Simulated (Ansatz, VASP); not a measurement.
BaS in VASP and in Ansatz

Contents of INCAR:

```
PREC = Accurate ; ENCUT = 520
EDIFF = 1E-6 ; ISMEAR = 0
SIGMA = 0.05 ; LREAL = False
LASPH = True ; NELM = 100
ALGO = Normal ; ISIF = 2
LWAVE = False ; LCHARG = False
GGA = PS ; NBANDS = 15
```

KPOINTS

```
Automatic mesh
0
Gamma
  8 8 8
```

The input POSCAR:

```
BaS
1.0
    0.0173435096      3.4687019119      3.4687019119
    3.4860454215      0.0000000000      3.4860454215
    3.4687019119      3.4687019119      0.0173435096
Ba S
1 1
Direct
    0.0000000000      0.0000000000      0.0000000000
    0.2500000000      0.2500000000      0.2500000000
```

Input for Ansatz:

```yaml
crystal:
  lattice:
    - [0.0173435096, 3.4687019119, 3.4687019119]
    - [3.4860454215, 0.0, 3.4860454215]
    - [3.4687019119, 3.4687019119, 0.0173435096]
  atoms:
    - { symbol: Ba, position: [0.0, 0.0, 0.0] }
    - { symbol: S, position: [0.25, 0.25, 0.25] }
basis:
  ecutwfc: 420
  ecutrho_ratio: 4
kpoints:
  mp_grid: { grid: [8, 8, 8] }
hamiltonian:
  xc: pbesol
scf:
  occupations: { method: gaussian, width: 0.05 }
output:
  forces: true
  stress: true
  eigenvalues: true
```

Change from the starting cell: strain e5 = +0.01, atoms carried along.

Alike in both runs: task single point; functional PBEsol; k mesh 8 × 8 × 8; occupations gaussian, width 0.05 eV; no spin polarisation.

|  | VASP | Ansatz |
| --- | --- | --- |
| version | VASP 6.6.1 | Ansatz 0.2.0 |
| potentials or method | VASP PAW PBE potentials, release 64 (Ba_sv, S), cutoff 520 eV | scalar-relativistic, plane waves, PAW |
| valence electrons in the cell | 16 | 16 |

|  | VASP | Ansatz | Ansatz less VASP |
| --- | --- | --- | --- |
| gap on the k mesh at the Fermi level (eV) | 2.68 | 2.67 | -0.015 |
| least direct gap on the mesh (eV) | 3.32 | 3.36 | +0.037 |
| pressure (GPa) | 0.5 | 0.0 | -0.51 |
| traceless stress, the component that is largest in VASP (GPa) | -0.23 | -0.21 | +0.017 |
| rms of the force components (eV/Å) | 0.033 | 0.029 | -0.0040 |

VASP's potentials were made for PBE, not for PBEsol. Atom by atom the forces differ by 0.004 eV/Å (rms over components).

Neither program's run includes spin-orbit coupling.
